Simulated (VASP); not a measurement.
# CaIr2S4 in VASP: notebook

The runs below take CaIr2S4 through single point, with PBE.

Everything below comes from runs of VASP 6.6.1. Logs are shortened: lines on timing, memory, paths and dates and some standing lists are left out, and cuts for length are marked.

## (1) The cell of the first run

The structure is cubic, space group Fd-3m (No. 227). Conventional cell: a = 10.497 Å, b = 10.497 Å, c = 10.497 Å, α = 90.00°, β = 90.00°, γ = 90.00°. Within 3.5 Å of Ca (site symmetry -43m) lie 4 S at 2.68 Å. Within 3.2 Å of Ir (site symmetry -3m) lie 6 S at 2.41 Å. S (site symmetry 3m) has 3 Ir at 2.41 Å and 1 Ca at 2.68 Å and 3 S at 3.04 Å within 3.2 Å.

## (2) Single point, PBE

The input, INCAR:

```
  PREC = Accurate
  ENCUT = 520
  EDIFF = 1E-7
  ISMEAR = 0
  SIGMA = 0.1
  LREAL = F
  LASPH = T
  NELM = 80
  ALGO = Normal
  ISIF = 2
  LWAVE = F
  LCHARG = F
  GGA = PE
  NBANDS = 65
```

The input, KPOINTS:

```
Automatic mesh
0
Gamma
  2 2 2
```

The input, POSCAR:

```
CaIr2S4
1.0
    0.0000000000      5.2485820923      5.2485820923
    5.2485820923      0.0000000000      5.2485820923
    5.2485820923      5.2485820923      0.0000000000
Ca Ir S
2 4 8
Direct
    0.2500000000      0.2500000000      0.2500000000
    0.0000000000      1.0000000000      0.0000000000
    0.1250000000      0.6250000000      0.6250000000
    0.6250000000      0.6250000000      0.1250000000
    0.6250000000      0.6250000000      0.6250000000
    0.6250000000      0.1250000000      0.6250000000
    0.3974826555      0.3974826555      0.3974826555
    0.8525173445      0.4424479665      0.8525173445
    0.3974826555      0.3974826555      0.8075520335
    0.8525173445      0.8525173445      0.8525173445
    0.4424479665      0.8525173445      0.8525173445
    0.8525173445      0.8525173445      0.4424479665
    0.3974826555      0.8075520335      0.3974826555
    0.8075520335      0.3974826555      0.3974826555
```

Potentials or basis: VASP PAW PBE potentials, release 64 (Ca_sv, Ir, S).

Launch:

```console
$ cat potpaw_PBE.64/Ca_sv/POTCAR potpaw_PBE.64/Ir/POTCAR potpaw_PBE.64/S/POTCAR > POTCAR
$ mpirun -np 1 vasp_std > vasp.out
```

OUTCAR:

```text
PREC = Accurate
   ENCUT = 520
   EDIFF = 1E-7
   ISMEAR = 0
   LREAL = F
   LASPH = T
   NELM = 80
   ISIF = 2
   GGA = PE

 ion  position               nearest neighbor table
   1  0.250  0.250  0.250-   7 2.68   9 2.68  13 2.68  14 2.68
   2  0.000  0.000  0.000-   8 2.68  10 2.68  11 2.68  12 2.68
   3  0.125  0.625  0.625-   8 2.41  13 2.41   9 2.41  10 2.41  12 2.41   7 2.41
   4  0.625  0.625  0.125-   7 2.41  10 2.41   8 2.41  11 2.41  13 2.41  14 2.41
   5  0.625  0.625  0.625-   9 2.41  12 2.41  11 2.41   8 2.41  13 2.41  14 2.41
   6  0.625  0.125  0.625-  11 2.41  14 2.41  10 2.41   7 2.41  12 2.41   9 2.41
   7  0.397  0.397  0.397-   4 2.41   3 2.41   6 2.41   1 2.68
   8  0.853  0.442  0.853-   3 2.41   4 2.41   5 2.41   2 2.68
   9  0.397  0.397  0.808-   5 2.41   3 2.41   6 2.41   1 2.68
  10  0.853  0.853  0.853-   4 2.41   3 2.41   6 2.41   2 2.68
  11  0.442  0.853  0.853-   6 2.41   5 2.41   4 2.41   2 2.68
  12  0.853  0.853  0.442-   5 2.41   3 2.41   6 2.41   2 2.68
  13  0.397  0.808  0.397-   3 2.41   4 2.41   5 2.41   1 2.68
  14  0.808  0.397  0.397-   6 2.41   5 2.41   4 2.41   1 2.68

  LATTYP: Found a face centered cubic cell.
 ALAT       =    10.4971641846

  Lattice vectors:

 A1 = (   0.0000000000,   5.2485820923,   5.2485820923)
 A2 = (   5.2485820923,   0.0000000000,   5.2485820923)
 A3 = (   5.2485820923,   5.2485820923,   0.0000000000)

Analysis of symmetry for initial positions (statically):
=====================================================================
 Subroutine PRICEL returns:
 Original cell was already a primitive cell.

 Routine SETGRP: Setting up the symmetry group for a
 face centered cubic supercell.

 Subroutine GETGRP returns: Found 48 space group operations
 (whereof 24 operations were pure point group operations)
 out of a pool of 48 trial point group operations.

The static configuration has the point symmetry T_d .
 The point group associated with its full space group is O_h .

Analysis of symmetry for dynamics (positions and initial velocities):
=====================================================================
 Subroutine PRICEL returns:
 Original cell was already a primitive cell.

 Routine SETGRP: Setting up the symmetry group for a
 face centered cubic supercell.

 Subroutine GETGRP returns: Found 48 space group operations
 (whereof 24 operations were pure point group operations)
 out of a pool of 48 trial point group operations.

The dynamic configuration has the point symmetry T_d .
[... 117 lines left out ...]
   ISMEAR =     0;   SIGMA  =   0.10  broadening in eV -4-tet -1-fermi 0-gaus
   EFERMI_NEDOS =   21; number of points for ismear=-14 and -15
   IALGO  =     38    algorithm
   IMIX   =      4    mixing-type and parameters
     AMIX     =   0.40;   BMIX     =  1.00
     AMIX_MAG =   1.60;   BMIX_MAG =  1.00
  volume/ion in A,a.u.               =      20.66       139.39
  Fermi-wavevector in a.u.,A,eV,Ry     =   1.164217  2.200051 18.441354  1.355401
  Thomas-Fermi vector in A             =   2.300758
   LORBIT       =      0    0 simple, 1 ext, 2 COOP (PROOUT), +10 PAW based schemes
   GGA     = PE    functional components
   LHFCALC =     F    Hartree Fock is set to
   AEXX    =    0.0000 exact exchange contribution
   IVDW    =     0    specifies the selected vdW correction
   LEPSILON=     F    determine dielectric tensor
   LRPA    =     F    only Hartree local field effects (RPA)
 non-spin polarized calculation
 Gauss-broadening in eV      SIGMA  =   0.10
  energy-cutoff  :      520.00
  volume of cell :      289.17
 maximum number of plane-waves:      7799
 NGX is ok and might be reduce to    56

 number of electron     103.9999990 magnetization

 Free energy of the ion-electron system (eV)
  ---------------------------------------------------
  ext. energy  EPLUGINS =         0.00000000
  ---------------------------------------------------
  free energy    TOTEN  =       -82.69429890 eV

  energy without entropy =      -82.69429890  energy(sigma->0) =      -82.69429890

 E-fermi :   5.2573     XC(G=0):  -9.8553

 val. band max:        4.7728570386   @ k =   0.5000   0.5000   0.0000
 cond. band min:       6.0957186934   @ k =   0.5000   0.5000   0.0000
 fundamental gap:      1.3228616549
 Fermi energy:         5.2573207348

 k-point     1 :       0.0000    0.0000    0.0000
  band No.  band energies     occupation
      1     -35.6292      2.00000
      2     -35.6282      2.00000
      3     -16.7112      2.00000
      4     -16.7112      2.00000
      5     -16.7112      2.00000
      6     -16.7043      2.00000
[... 190 lines left out ...]
     63       9.3689      0.00000
     64       9.4087      0.00000
 [bands above 64 left out]

------------------------ aborting loop because EDIFF is reached ----------------------------------------

  FORCE on cell =-STRESS in cart. coord.  units (eV):
  Direction    XX          YY          ZZ          XY          YZ          ZX
  --------------------------------------------------------------------------------------
  -------------------------------------------------------------------------------------
  Total        0.5204028      0.5204028      0.5204028     -0.0000000     -0.0000000      0.0000000
  in kB        2.8833293      2.8833293      2.8833293     -0.0000000     -0.0000000      0.0000000
  external PRESSURE =       2.8833293 kB  Pullay stress =       0.0000000 kB

 VOLUME and BASIS-vectors are now :
 -----------------------------------------------------------------------------
  energy-cutoff  :      520.00
  volume of cell :      289.17
      direct lattice vectors                 reciprocal lattice vectors
     0.000000000  5.248582092  5.248582092    -0.095263824  0.095263824  0.095263824
     5.248582092  0.000000000  5.248582092     0.095263824 -0.095263824  0.095263824
     5.248582092  5.248582092  0.000000000     0.095263824  0.095263824 -0.095263824

 POSITION                                       TOTAL-FORCE (eV/Angst)
 -----------------------------------------------------------------------------------
      2.62429      2.62429      2.62429        -0.000000     -0.000000      0.000000
      0.00000      0.00000      0.00000        -0.000000     -0.000000      0.000000
      6.56073      3.93644      3.93644        -0.000000     -0.000000      0.000000
      3.93644      3.93644      6.56073        -0.000000     -0.000000      0.000000
      6.56073      6.56073      6.56073        -0.000000     -0.000000      0.000000
      3.93644      6.56073      3.93644        -0.000000     -0.000000      0.000000
      4.17244      4.17244      4.17244        -0.036720     -0.036720     -0.036720
      6.79673      8.94901      6.79673        -0.036720      0.036720     -0.036720
      6.32472      6.32472      4.17244         0.036720      0.036720     -0.036720
      8.94901      8.94901      8.94901         0.036720      0.036720      0.036720
      8.94901      6.79673      6.79673         0.036720     -0.036720     -0.036720
      6.79673      6.79673      8.94901        -0.036720     -0.036720      0.036720
      6.32472      4.17244      6.32472         0.036720     -0.036720      0.036720
      4.17244      6.32472      6.32472        -0.036720      0.036720      0.036720
 -----------------------------------------------------------------------------------
    total drift:                               -0.000000      0.000000      0.000000

  FREE ENERGIE OF THE ION-ELECTRON SYSTEM (eV)
  ---------------------------------------------------
  free  energy   TOTEN  =       -82.6942989037 eV

  energy  without entropy=      -82.6942989037  energy(sigma->0) =      -82.69429890
```

Run time: 67 s. Hardware: 1 thread of Intel Xeon 6975P-C (Granite Rapids), shared host; peak memory 0.43 GiB.

What came out:

```yaml
Free_energy: -82.6943 eV
Pressure: 0.3 GPa
Largest_force: 0.064 eV/Å
Band_gap_on_the_k_mesh: 1.32 eV
```

Forces on the atoms (eV/Å):
```
Ca   0.000  0.000  0.000
Ca   0.000  0.000  0.000
Ir   0.000  0.000  0.000
Ir   0.000  0.000  0.000
Ir   0.000  0.000  0.000
Ir   0.000  0.000  0.000
S   -0.037 -0.037 -0.037
S   -0.037  0.037 -0.037
S    0.037  0.037 -0.037
S    0.037  0.037  0.037
S    0.037 -0.037 -0.037
S   -0.037 -0.037  0.037
S    0.037 -0.037  0.037
S   -0.037  0.037  0.037
```

Levels at points of the mesh, in eV from the valence-band top:
```csv
k point,band 48,band 49,band 50,band 51,band 52,band 53,band 54,band 55,band 56,band 57
"(0.00, 0.00, 0.00)",-0.96,-0.87,-0.87,-0.87,-0.67,2.36,2.36,2.36,2.82,2.82
"(0.50, 0.00, 0.00)",-0.46,-0.46,-0.33,-0.33,-0.08,1.89,1.89,2.03,2.03,2.61
"(0.50, 0.50, 0.00)",-0.26,-0.25,-0.25,0.00,0.00,1.32,1.32,1.55,1.55,2.62
```

Caveat: the k points lie up to 0.52 Å⁻¹ apart; spin-orbit coupling is left out, which moves the levels of the heavy elements. A k mesh can miss the band edges.

## (3) Single point, PBE

The input, INCAR:

```
SYSTEM = CaIr2S4
PREC = Accurate ; ENCUT = 520
EDIFF = 1E-6 ; ISMEAR = 0
SIGMA = 0.1 ; LREAL = .False.
LASPH = .True. ; NELM = 80
ALGO = Normal ; ISIF = 2
LWAVE = .False. ; LCHARG = .False.
GGA = PE ; NBANDS = 65
```

The input, KPOINTS:

```
regular mesh
0
Gamma
  2 2 2
  0 0 0
```

The input, POSCAR:

```
CaIr2S4
1.0
    0.0011802403      5.2562264556      5.2510988340
    5.2456851957      0.0037135569      5.2484582643
    5.2461528347      5.2541454148      0.0033895675
Ca Ir S
2 4 8
Direct
    0.2499090562      0.2501126296      0.2501199806
    0.0000659416      0.9998820608     -0.0001060569
    0.1249901968      0.6250114923      0.6250127359
    0.6250008441      0.6249970013      0.1250013403
    0.6250146954      0.6249966027      0.6249893476
    0.6250175663      0.1249986865      0.6249982352
    0.3975791971      0.3970120620      0.3973951912
    0.8526177083      0.4420050410      0.8524021956
    0.3970069625      0.3975913263      0.8079931776
    0.8524216155      0.8529721164      0.8526011530
    0.4420082925      0.8526211920      0.8529898537
    0.8530008597      0.8524091050      0.4420046887
    0.3973886587      0.8079929883      0.3975896427
    0.8079784053      0.3973976958      0.3970085150
```

Potentials or basis: VASP PAW PBE potentials, release 64 (Ca_sv, Ir, S).

Launch:

```console
$ cat potpaw_PBE.64/Ca_sv/POTCAR potpaw_PBE.64/Ir/POTCAR potpaw_PBE.64/S/POTCAR > POTCAR
$ mpirun -np 1 vasp_std > vasp.out
```

It took 2.7 min on 1 thread of Intel Xeon 6975P-C (Granite Rapids), shared host; peak memory 0.49 GiB.

Results (log left out):

- Free energy: -82.6951 eV
- Pressure: 0.2 GPa
- Largest force: 0.012 eV/Å
- Band gap on the k mesh: 1.31 eV

Forces in eV/Å, atoms in the order of the input:
```
Ca   0.000 -0.001  0.001
Ca  -0.001  0.000  0.000
Ir  -0.003  0.000  0.000
Ir   0.000 -0.001  0.000
Ir   0.001 -0.001  0.000
Ir   0.000 -0.001 -0.001
S   -0.004 -0.005 -0.004
S   -0.004  0.007 -0.006
S    0.005  0.009 -0.006
S    0.006  0.006  0.004
S    0.004 -0.007 -0.005
S   -0.005 -0.008  0.006
S    0.005 -0.007  0.006
S   -0.005  0.007  0.005
```

Levels at points of the mesh, in eV from the valence-band top:
```tsv
k point	band 49	band 50	band 51	band 52	band 53	band 54	band 55	band 56
(0.00, 0.00, 0.00)	-0.88	-0.88	-0.88	-0.68	2.35	2.35	2.36	2.80
(0.50, 0.00, 0.00)	-0.46	-0.34	-0.34	-0.08	1.88	1.89	2.02	2.03
(0.00, 0.50, 0.00)	-0.46	-0.34	-0.34	-0.08	1.88	1.89	2.03	2.03
(0.50, 0.50, 0.00)	-0.25	-0.25	0.00	0.00	1.32	1.32	1.54	1.54
(0.00, 0.00, 0.50)	-0.46	-0.34	-0.34	-0.08	1.88	1.89	2.02	2.03
(0.50, 0.00, 0.50)	-0.26	-0.26	0.00	0.00	1.31	1.31	1.54	1.54
(0.00, 0.50, 0.50)	-0.25	-0.25	0.00	0.00	1.32	1.32	1.54	1.55
(0.50, 0.50, 0.50)	-0.46	-0.34	-0.34	-0.08	1.88	1.89	2.02	2.03
```

Caveat: the k points lie up to 0.52 Å⁻¹ apart; spin-orbit coupling is left out, which moves the levels of the heavy elements.

## (4) Single point, PBE, collinear spin

The input, INCAR:

```
PREC = Accurate
ENCUT = 520
EDIFF = 1E-6
ISMEAR = 0
SIGMA = 0.15
LREAL = F
LASPH = T
NELM = 150
ALGO = Normal
ISIF = 2
LWAVE = F
LCHARG = F
ISPIN = 2
MAGMOM = 0 0 1 1 1 1 0 0 0 0 0 0 0 0
LORBIT = 11
LMAXMIX = 4
GGA = PE
NBANDS = 69
```

The input, KPOINTS:

```
regular mesh
0
Gamma
  2 2 2
```

The input, POSCAR:

```
CaIr2S4
1.0
    0.0000000000      5.2476421566      5.2476421566
    5.2476421566      0.0000000000      5.2476421566
    5.2476421566      5.2476421566      0.0000000000
Ca Ir S
2 4 8
Direct
    0.7500000000      0.7500000000      0.7500000000
    0.5000000000      0.5000000000      0.5000000000
    0.6250000000      0.1250000000      0.1250000000
    0.1250000000      0.1250000000      0.6250000000
    0.1250000000      0.1250000000      0.1250000000
    0.1250000000      0.6250000000      0.1250000000
    0.8973734447      0.8973734447      0.8973734447
    0.3526265553      0.9421203340      0.3526265553
    0.8973734447      0.8973734447      0.3078796660
    0.3526265553      0.3526265553      0.3526265553
    0.9421203340      0.3526265553      0.3526265553
    0.3526265553      0.3526265553      0.9421203340
    0.8973734447      0.3078796660      0.8973734447
    0.3078796660      0.8973734447      0.8973734447
```

Launch:

```console
$ cat potpaw_PBE.64/Ca_sv/POTCAR potpaw_PBE.64/Ir/POTCAR potpaw_PBE.64/S/POTCAR > POTCAR
$ mpirun -np 1 vasp_std > vasp.out
```

Wall time 3.2 min (1 thread of Intel Xeon 6975P-C (Granite Rapids), shared host); peak memory 0.6 GiB.

Results (log left out):

| Quantity | Value |
| --- | --- |
| Free energy | -82.6948 eV |
| Pressure | 0.3 GPa |
| Largest force | 0.029 eV/Å |
| Band gap on the k mesh | 1.32 eV |
| Net moment | 0.00 μB per cell |
| Valence electrons inside the program's atomic spheres | Ca 8.19; Ir 8.32; S 3.69 |

Forces on the atoms (eV/Å):
```
Ca   0.000  0.000  0.000
Ca   0.000  0.000  0.000
Ir   0.000  0.000  0.000
Ir   0.000  0.000  0.000
Ir   0.000  0.000  0.000
Ir   0.000  0.000  0.000
S   -0.017 -0.017 -0.017
S   -0.017  0.017 -0.017
S    0.017  0.017 -0.017
S    0.017  0.017  0.017
S    0.017 -0.017 -0.017
S   -0.017 -0.017  0.017
S    0.017 -0.017  0.017
S   -0.017  0.017  0.017
```

Levels at points of the mesh, in eV from the valence-band top:
Spin up:
```csv
k point,band 49,band 50,band 51,band 52,band 53,band 54,band 55,band 56
"(0.00, 0.00, 0.00)",-0.88,-0.88,-0.88,-0.68,2.36,2.36,2.36,2.81
"(0.50, 0.00, 0.00)",-0.46,-0.34,-0.34,-0.08,1.89,1.89,2.03,2.03
"(0.50, 0.50, 0.00)",-0.25,-0.25,0.00,0.00,1.32,1.32,1.55,1.55
```
Spin down:
| k point | band 49 | band 50 | band 51 | band 52 | band 53 | band 54 | band 55 | band 56 |
| --- | --- | --- | --- | --- | --- | --- | --- | --- |
| (0.00, 0.00, 0.00) | -0.88 | -0.88 | -0.88 | -0.68 | 2.36 | 2.36 | 2.36 | 2.81 |
| (0.50, 0.00, 0.00) | -0.46 | -0.34 | -0.34 | -0.08 | 1.89 | 1.89 | 2.03 | 2.03 |
| (0.50, 0.50, 0.00) | -0.25 | -0.25 | 0.00 | 0.00 | 1.32 | 1.32 | 1.55 | 1.55 |

Caveat: the k points lie up to 0.52 Å⁻¹ apart; spin-orbit coupling is left out, which moves the levels of the heavy elements. A k mesh can miss the band edges.

## (5) Overview

| spin | cell | smearing | gap on the mesh (eV) | pressure (GPa) | largest force (eV/Å) |
| --- | --- | --- | --- | --- | --- |
| off | a = 7.423 Å, angles 60.0°, 14 atoms | gaussian 0.1 eV | 1.32 | 0.3 | 0.06 |
| off | a = 7.430, b = 7.420, c = 7.425 Å, angles 60.0, 59.9, 60.0°, 14 atoms | gaussian 0.1 eV | 1.31 | 0.2 | 0.01 |
| collinear | a = 7.421 Å, angles 60.0°, 14 atoms | gaussian 0.15 eV | 1.32 | 0.3 | 0.03 |

Some of these runs hold the atoms at other places in the same cell, which the table doesn't show; runs alike in all that it shows share one row.

Alike in all rows: task single point; level PBE; potentials or basis VASP PAW PBE potentials, release 64 (Ca_sv, Ir, S); k mesh 2 × 2 × 2; cutoff (eV) 520.

Caveats: all runs use coarse meshes; spin-orbit coupling is left out, which moves the levels of the heavy elements.

Total energies depend on the potentials used, so only differences within one code and one set of settings carry meaning.
